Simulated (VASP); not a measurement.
# Ir (Im-3m) in VASP: a series of runs

The runs below take Ir through single point, with PBE.

Everything below comes from runs of VASP 6.6.1. Logs are shortened: lines on timing, memory, paths and dates and some standing lists are left out, and cuts for length are marked.

### Step 1. The cell of the first run

It takes space group Im-3m (No. 229, cubic). The conventional cell has a = 2.594 Å, b = 2.594 Å, c = 2.594 Å, α = 90.00°, β = 90.00°, γ = 90.00°. Within 3.0 Å of Ir (site symmetry m-3m) lie 14 Ir at 2.25 to 2.59 Å.

### Step 2. Single point, PBE (volume scaled by 0.58)

Input file INCAR:

```
SYSTEM = Ir
PREC = Accurate
ENCUT = 520
EDIFF = 1E-6
ISMEAR = -1
SIGMA = 0.05
LREAL = .FALSE.
LASPH = .TRUE.
NELM = 100
ALGO = Normal
ISIF = 2
LWAVE = .FALSE.
LCHARG = .FALSE.
GGA = PE
NBANDS = 10
```

Input file KPOINTS:

```
Automatic mesh
0
G
  17 17 17
  0 0 0
```

Input file POSCAR:

```
Ir
1.0
   -1.2969619004      1.2969619004      1.2969619004
    1.2969619004     -1.2969619004      1.2969619004
    1.2969619004      1.2969619004     -1.2969619004
Ir
1
Direct
    0.0000000000      0.0000000000      0.0000000000
```

Potentials or basis: VASP PAW PBE potentials, release 64 (Ir).

The run is started by

```sh
$ cat potpaw_PBE.64/Ir/POTCAR > POTCAR
$ mpirun -np 1 vasp_std > vasp.out
```

OUTCAR:

```text
SYSTEM = Ir
   PREC = Accurate
   ENCUT = 520
   EDIFF = 1E-6
   ISMEAR = -1
   LREAL = .FALSE.
   LASPH = .TRUE.
   NELM = 100
   ISIF = 2
   GGA = PE

 ion  position               nearest neighbor table
   1  0.000  0.000  0.000-

  LATTYP: Found a body centered cubic cell.
 ALAT       =     2.5939238008

  Lattice vectors:

 A1 = (  -1.2969619004,   1.2969619004,   1.2969619004)
 A2 = (   1.2969619004,  -1.2969619004,   1.2969619004)
 A3 = (   1.2969619004,   1.2969619004,  -1.2969619004)

Analysis of symmetry for initial positions (statically):
=====================================================================
 Subroutine PRICEL returns:
 Original cell was already a primitive cell.

 Routine SETGRP: Setting up the symmetry group for a
 body centered cubic supercell.

 Subroutine GETGRP returns: Found 48 space group operations
 (whereof 48 operations were pure point group operations)
 out of a pool of 48 trial point group operations.

The static configuration has the point symmetry O_h .

Analysis of symmetry for dynamics (positions and initial velocities):
=====================================================================
 Subroutine PRICEL returns:
 Original cell was already a primitive cell.

 Routine SETGRP: Setting up the symmetry group for a
 body centered cubic supercell.

 Subroutine GETGRP returns: Found 48 space group operations
 (whereof 48 operations were pure point group operations)
 out of a pool of 48 trial point group operations.

The dynamic configuration has the point symmetry O_h .

 Subroutine INISYM returns: Found 48 space group operations
 (whereof 48 operations are pure point group operations),
 and found     1 'primitive' translations

----------------------------------------------------------------------------------------

                                     Primitive cell

  volume of cell :       8.7265

  direct lattice vectors                    reciprocal lattice vectors
    -1.296961900  1.296961900  1.296961900     0.000000000  0.385516336  0.385516336
     1.296961900 -1.296961900  1.296961900     0.385516336  0.000000000  0.385516336
     1.296961900  1.296961900 -1.296961900     0.385516336  0.385516336  0.000000000

  length of vectors
     2.246403907  2.246403907  2.246403907     0.545202431  0.545202431  0.545202431

  position of ions in fractional coordinates (direct lattice)
     0.000000000  0.000000000  0.000000000

  ion indices of the primitive-cell ions
   primitive index   ion index
                 1           1

----------------------------------------------------------------------------------------

 KPOINTS: Automatic mesh

Automatic generation of k-mesh.
 Grid dimensions read from file:
 generate k-points for:   17   17   17

 Generating k-lattice:

  Cartesian coordinates                     Fractional coordinates (reciprocal lattice)
     0.000000000  0.022677432  0.022677432     0.058823529  0.000000000  0.000000000
     0.022677432  0.000000000  0.022677432     0.000000000  0.058823529  0.000000000
     0.022677432  0.022677432  0.000000000     0.000000000  0.000000000  0.058823529

  Length of vectors
     0.032070731  0.032070731  0.032070731

  Shift w.r.t. Gamma in fractional coordinates (k-lattice)
     0.000000000  0.000000000  0.000000000

 Subroutine IBZKPT returns following result:
 ===========================================

 Found    165 irreducible k-points:

 Following reciprocal coordinates:
            Coordinates               Weight
  0.000000  0.000000  0.000000      1.000000
  0.058824  0.000000  0.000000     12.000000
  0.117647  0.000000  0.000000     12.000000
  0.176471  0.000000  0.000000     12.000000
  0.235294  0.000000  0.000000     12.000000
  0.294118  0.000000  0.000000     12.000000
[... 16 lines left out ...]
  0.411765  0.117647 -0.000000     48.000000
  0.176471  0.176471  0.000000     24.000000
 [... further k-points ...]
   k-points           NKPTS =    165   k-points in BZ     NKDIM =    165   number of bands    NBANDS=     10
   number of dos      NEDOS =    301   number of ions     NIONS =      1
   total plane-waves  NPLWV =   5832
   dimension x,y,z NGX =    18 NGY =   18 NGZ =   18
   dimension x,y,z NGXF=    36 NGYF=   36 NGZF=   36
   ions per type =               1
   NGX,Y,Z   is equivalent  to a cutoff of  13.32, 13.32, 13.32 a.u.
   NGXF,Y,Z  is equivalent  to a cutoff of  26.64, 26.64, 26.64 a.u.
 SYSTEM =  Ir
   PREC   = accura    normal or accurate (medium, high low for compatibility)
   ISTART =      0    job   : 0-new  1-cont  2-samecut
   ICHARG =      2    charge: 1-file 2-atom 10-const
   ISPIN  =      1    spin polarized calculation?
   LNONCOLLINEAR =      F non collinear calculations
   LSORBIT =      F    spin-orbit coupling
   LASPH  =      T    aspherical Exc in radial PAW
   ENCUT  =  520.0 eV  38.22 Ry    6.18 a.u.   4.18  4.18  4.18*2*pi/ulx,y,z
   NELM   =    100;   NELMIN=  2; NELMDL= -5     # of ELM steps
   EDIFF  = 0.1E-05   stopping-criterion for ELM
   LREAL  =      F    real-space projection
   EDIFFG = 0.1E-04   stopping-criterion for IOM
   NSW    =      0    number of steps for IOM
   IBRION =     -1    ionic relax: 0-MD 1-quasi-New 2-CG
   NFREE  =      0    steps in history (QN), initial steepest desc. (CG)
   ISIF   =      2    stress and relaxation
   ISYM   =      2    0-nonsym 1-usesym 2-fastsym
   POTIM  = 0.5000    time-step for ionic-motion
   TEBEG  =    0.0;   TEEND  =   0.0 temperature during run
   PSTRESS=    0.0 pullay stress
   NELECT =       9.0000    total number of electrons
   NUPDOWN=      -1.0000    fix difference up-down
   EMIN   =  10.00;   EMAX   =-10.00  energy-range for DOS
   EFERMI =   0.00;   METHOD = LEGACY
   ISMEAR =    -1;   SIGMA  =   0.05  broadening in eV -4-tet -1-fermi 0-gaus
   EFERMI_NEDOS =   21; number of points for ismear=-14 and -15
   IALGO  =     38    algorithm
   IMIX   =      4    mixing-type and parameters
     AMIX     =   0.40;   BMIX     =  1.00
     AMIX_MAG =   1.60;   BMIX_MAG =  1.00
  volume/ion in A,a.u.               =       8.73        58.89
  Fermi-wavevector in a.u.,A,eV,Ry     =   1.654024  3.125652 37.222752  2.735795
  Thomas-Fermi vector in A             =   2.742362
   LORBIT       =      0    0 simple, 1 ext, 2 COOP (PROOUT), +10 PAW based schemes
   GGA     = PE    functional components
   LHFCALC =     F    Hartree Fock is set to
   AEXX    =    0.0000 exact exchange contribution
   IVDW    =     0    specifies the selected vdW correction
   LEPSILON=     F    determine dielectric tensor
   LRPA    =     F    only Hartree local field effects (RPA)
 non-spin polarized calculation
  energy-cutoff  :      520.00
  volume of cell :        8.73
 maximum number of plane-waves:       242
 NGX is ok and might be reduce to    18
   NGX =  9   NGY =  9   NGZ =  9

 number of electron       9.0000001 magnetization

 Free energy of the ion-electron system (eV)
  ---------------------------------------------------
  ext. energy  EPLUGINS =         0.00000000
  ---------------------------------------------------
  free energy    TOTEN  =        -0.76779991 eV

  energy without entropy =       -0.75779041  energy(sigma->0) =       -0.76279516

 E-fermi :  20.5376     XC(G=0): -16.9806

 val. band max:       20.5375424399   @ k =   0.3529   0.1176   0.1176
 cond. band min:      20.5385716253   @ k =   0.3529   0.2941  -0.0000
 fundamental gap:      0.0010291855
 Fermi energy:        20.5376260887

 k-point     1 :       0.0000    0.0000    0.0000
  band No.  band energies     occupation
      1       4.2044      2.00000
      2      12.9404      2.00000
      3      12.9404      2.00000
      4      12.9404      2.00000
      5      18.7850      2.00000
      6      18.7850      2.00000
      7      36.4635      0.00000
      8      36.4635      0.00000
      9      36.4635      0.00000
     10      50.8307      0.00000

 k-point     2 :       0.0588    0.0000    0.0000
  band No.  band energies     occupation
      1       4.4995      2.00000
      2      12.7678      2.00000
      3      12.9227      2.00000
      4      13.2298      2.00000
      5      18.4891      2.00000
      6      18.7864      2.00000
      7      36.7191      0.00000
      8      36.9272      0.00000
      9      37.2305      0.00000
     10      50.8021      0.00000

 k-point     3 :       0.1176    0.0000    0.0000
  band No.  band energies     occupation
      1       5.3119      2.00000
      2      12.2978      2.00000
      3      12.8440      2.00000
      4      14.0851      2.00000
      5      17.8995      2.00000
      6      18.8080      2.00000
      7      37.3802      0.00000
      8      38.2676      0.00000
      9      39.1953      0.00000
     10      50.2504      0.00000

 k-point     4 :       0.1765    0.0000    0.0000
  band No.  band energies     occupation
      1       6.3763      2.00000
      2      11.6441      2.00000
      3      12.7623      2.00000
      4      15.4675      2.00000
      5      17.5515      2.00000
      6      18.8902      2.00000
      7      38.0489      0.00000
      8      40.3614      0.00000
      9      41.4653      0.00000
     10      48.6561      0.00000
[... 222 lines left out ...]
 k-point    22 :       0.3529    0.1176    0.0000
  band No.  band energies     occupation
      1       7.0949      2.00000
      2       9.6490      2.00000
      3      16.1123      2.00000
      4      18.7325      2.00000
      5      20.9980      0.00020
      6      26.0685      0.00000
      7      34.8389      0.00000
      8      37.5293      0.00000
      9      44.7174      0.00000
     10      49.4614      0.00000

 k-point    23 :       0.4118    0.1176   -0.0000
  band No.  band energies     occupation
      1       6.8401      2.00000
      2       9.4806      2.00000
      3      17.1165      2.00000
      4      18.7026      2.00000
      5      21.7545      0.00000
      6      27.5466      0.00000
      7      34.2564      0.00000
      8      36.0011      0.00000
      9      43.7302      0.00000
     10      49.1176      0.00000

 k-point    24 :       0.1765    0.1765    0.0000
  band No.  band energies     occupation
      1       8.4140      2.00000
      2      10.8918      2.00000
      3      11.9464      2.00000
      4      17.0897      2.00000
      5      20.1502      1.99914
      6      21.3135      0.00000
      7      38.4781      0.00000
      8      40.6443      0.00000
      9      44.4443      0.00000
     10      48.3041      0.00000

 [... further k-points ...]
[... 5 lines left out ...]
  --------------------------------------------------------------------------------------
  -------------------------------------------------------------------------------------
  Total       34.2111807     34.2111807     34.2111807     -0.0000000     -0.0000000      0.0000000
  in kB     6281.1186729   6281.1186729   6281.1186729     -0.0000000     -0.0000000      0.0000000
  external PRESSURE =    6281.1186729 kB  Pullay stress =       0.0000000 kB

 VOLUME and BASIS-vectors are now :
 -----------------------------------------------------------------------------
  energy-cutoff  :      520.00
  volume of cell :        8.73
      direct lattice vectors                 reciprocal lattice vectors
    -1.296961900  1.296961900  1.296961900     0.000000000  0.385516336  0.385516336
     1.296961900 -1.296961900  1.296961900     0.385516336  0.000000000  0.385516336
     1.296961900  1.296961900 -1.296961900     0.385516336  0.385516336  0.000000000

 POSITION                                       TOTAL-FORCE (eV/Angst)
 -----------------------------------------------------------------------------------
      0.00000      0.00000      0.00000         0.000000     -0.000000      0.000000
 -----------------------------------------------------------------------------------
    total drift:                                0.000000     -0.000000      0.000000

  FREE ENERGIE OF THE ION-ELECTRON SYSTEM (eV)
  ---------------------------------------------------
  free  energy   TOTEN  =        -0.7677999098 eV

  energy  without entropy=       -0.7577904141  energy(sigma->0) =       -0.76279516
```

It took 32 s on 1 thread of AMD EPYC 7R13, shared host; peak memory 0.1 GiB.

The run converged, but its numbers aren't listed here, since they failed a check.

Caveat: spin-orbit coupling is left out, which moves the levels of the heavy elements.

### Step 3. Single point, PBE (volume scaled by 0.68)

Input file INCAR:

```
ALGO = Normal
EDIFF = 1E-6
ENCUT = 520
GGA = PE
ISIF = 2
ISMEAR = -1
LASPH = True
LCHARG = False
LREAL = False
LWAVE = False
NBANDS = 10
NELM = 100
PREC = Accurate
SIGMA = 0.05
```

Input file KPOINTS:

```
k-points
0
Gamma
  17 17 17
```

Input file POSCAR:

```
Ir
1.0
   -1.3675845679      1.3675845679      1.3675845679
    1.3675845679     -1.3675845679      1.3675845679
    1.3675845679      1.3675845679     -1.3675845679
Ir
1
Direct
    0.0000000000      0.0000000000      0.0000000000
```

Potentials or basis: VASP PAW PBE potentials, release 64 (Ir).

The run is started by

```sh
$ cat potpaw_PBE.64/Ir/POTCAR > POTCAR
$ mpirun -np 1 vasp_std > vasp.out
```

It took 31 s on 1 thread of AMD EPYC 7R13, shared host; peak memory 0.1 GiB.

It converged, with:

```
Free energy : -5.0054 eV
Pressure    : 309.6 GPa
```

Levels at points of the mesh, in eV from the Fermi level:
| k point | band 1 | band 2 | band 3 | band 4 | band 5 | band 6 | band 7 | band 8 |
| --- | --- | --- | --- | --- | --- | --- | --- | --- |
| (0.00, 0.00, 0.00) | -14.52 | -6.06 | -6.06 | -6.06 | -1.22 | -1.22 | 16.50 | 16.50 |

Caveat: spin-orbit coupling is left out, which moves the levels of the heavy elements.

### Step 4. Single point, PBE (volume scaled by 0.68)

Input file INCAR:

```
SYSTEM = Ir
PREC = Accurate
ENCUT = 520
EDIFF = 1E-7
ISMEAR = -1
SIGMA = 0.05
LREAL = .FALSE.
LASPH = .TRUE.
NELM = 60
ALGO = Normal
ISIF = 2
LWAVE = .FALSE.
LCHARG = .FALSE.
GGA = PE
NBANDS = 10
```

Input file KPOINTS:

```
Automatic mesh
0
G
  17 17 17
  0 0 0
```

POSCAR is that of step 3.

The run is started by

```sh
$ cat potpaw_PBE.64/Ir/POTCAR > POTCAR
$ mpirun -np 1 vasp_std > vasp.out
```

Run time: 32 s. Hardware: 1 thread of AMD EPYC 7R13, shared host; peak memory 0.1 GiB.

The run converged. Its results:

```
Free energy : -5.0054 eV
Pressure    : 309.6 GPa
```

Levels at points of the mesh, in eV from the Fermi level:
| k point | band 1 | band 2 | band 3 | band 4 | band 5 | band 6 | band 7 | band 8 |
| --- | --- | --- | --- | --- | --- | --- | --- | --- |
| (0.00, 0.00, 0.00) | -14.52 | -6.06 | -6.06 | -6.06 | -1.22 | -1.22 | 16.50 | 16.50 |

Caveat: spin-orbit coupling is left out, which moves the levels of the heavy elements.

### Step 5. Single point, PBE (volume scaled by 0.78)

Input file INCAR:

```
SYSTEM = Ir
  ALGO = Normal
  EDIFF = 1E-6
  ENCUT = 520
  GGA = PE
  ISIF = 2
  ISMEAR = -1
  LASPH = .True.
  LCHARG = .False.
  LREAL = .False.
  LWAVE = .False.
  NBANDS = 10
  NELM = 80
  PREC = Accurate
  SIGMA = 0.05
```

Input file KPOINTS:

```
k-points
0
Gamma
  17 17 17
  0 0 0
```

Input file POSCAR:

```
Ir
1.0
   -1.4315815352      1.4315815352      1.4315815352
    1.4315815352     -1.4315815352      1.4315815352
    1.4315815352      1.4315815352     -1.4315815352
Ir
1
Direct
    0.0000000000      0.0000000000      0.0000000000
```

The run is started by

```sh
$ cat potpaw_PBE.64/Ir/POTCAR > POTCAR
$ mpirun -np 1 vasp_std > vasp.out
```

Run time: 32 s. Hardware: 1 thread of AMD EPYC 7R13, shared host; peak memory 0.11 GiB.

The run converged. Its results:

```
Free energy : -7.0548 eV
Pressure    : 144.1 GPa
```

Levels at points of the mesh, in eV from the Fermi level:
| k point | band 1 | band 2 | band 3 | band 4 | band 5 | band 6 | band 7 | band 8 | band 9 |
| --- | --- | --- | --- | --- | --- | --- | --- | --- | --- |
| (0.00, 0.00, 0.00) | -12.94 | -4.96 | -4.96 | -4.96 | -0.89 | -0.89 | 16.80 | 16.80 | 16.80 |

Caveat: spin-orbit coupling is left out, which moves the levels of the heavy elements.
